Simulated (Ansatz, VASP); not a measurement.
# B4N3: VASP beside Ansatz

```
B N
1.0
     4.34222    0.00000    0.00000
    -2.17111    3.76047    0.00000
     0.00000    0.00000    5.47275
B N
4 3
Direct
  0.66664 0.66664 0.50000
  0.00000 0.33336 0.50000
  0.33336 0.00000 0.50000
  0.00000 0.00000 0.00000
  0.00000 0.66703 0.50000
  0.66703 0.00000 0.50000
  0.33297 0.33297 0.50000
```

Alike in both runs: task single point; functional PBE; k mesh 6 × 6 × 4; occupations gaussian, width 0.1 eV; no spin polarisation.

|  | VASP | Ansatz |
| --- | --- | --- |
| version | VASP 6.6.1 | Ansatz 0.2.0 |
| potentials or method | VASP PAW PBE potentials, release 64 (B, N), cutoff 600 eV | scalar-relativistic, plane waves, PAW |
| valence electrons in the cell | 27 | 27 |

VASP gave:

| Item | Value |
| --- | --- |
| gap on the k mesh at the Fermi level (eV) | none |
| pressure (GPa) | 0.1 |
| traceless stress, the component that is largest in VASP (GPa) | 0.53 |
| rms of the force components (eV/Å) | 0.017 |

Problem. What did Ansatz give for the same quantities?

Solution. gap on the k mesh at the Fermi level (eV): none; pressure (GPa): 0.2; traceless stress, the component that is largest in VASP (GPa): 0.62; rms of the force components (eV/Å): 0.017.

Atom by atom the forces differ by 0.000 eV/Å (rms over components). A gap of «none» marks a metal or a gap that the smearing closes. With one functional, cell and mesh, what is left measures potentials, basis and numerics.
